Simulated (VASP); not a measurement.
A run of VASP 6.6.1 is set up as follows.

INCAR

```
ALGO = Fast
EDIFF = 1E-6
ENCUT = 520
GGA = PS
ISIF = 2
ISMEAR = 0
LASPH = T
LCHARG = T
LELF = T
LREAL = F
LVHAR = T
LWAVE = F
NBANDS = 11
NELM = 100
PREC = Accurate
SIGMA = 0.15
```

The input KPOINTS:

```
k-points
0
Gamma
  20 20 20
```

Contents of POSCAR:

```
Hf
1.0
    0.0000000000      2.0340979261      2.6443273039
    2.0340979261      0.0000000000      2.6443273039
    2.0340979261      2.0340979261      0.0000000000
Hf
1
Direct
    0.0000000000      0.0000000000      0.0000000000
```

Potentials or basis: VASP PAW PBE potentials, release 64 (Hf_pv).

The run is started by

```bash
$ cat potpaw_PBE.64/Hf_pv/POTCAR > POTCAR
$ mpirun -np 1 vasp_std > vasp.out
```

Problem. Estimate the band gap on the k mesh.

Solution. Zero (bands 5 and 6 overlap by 1.54 eV).

Problem. Estimate the pressure.

Solution. -2.7 GPa.

Stress tensor (GPa, compression positive):
```
  1.83   0.00   0.00
  0.00   1.83   0.00
  0.00   0.00 -11.62
```

Caveat: the stress differs along the axes, from -12 to 2 GPa; the PAW data sets were made with another functional, which shifts forces and pressure a little; spin-orbit coupling is left out, which moves the levels of the heavy elements.
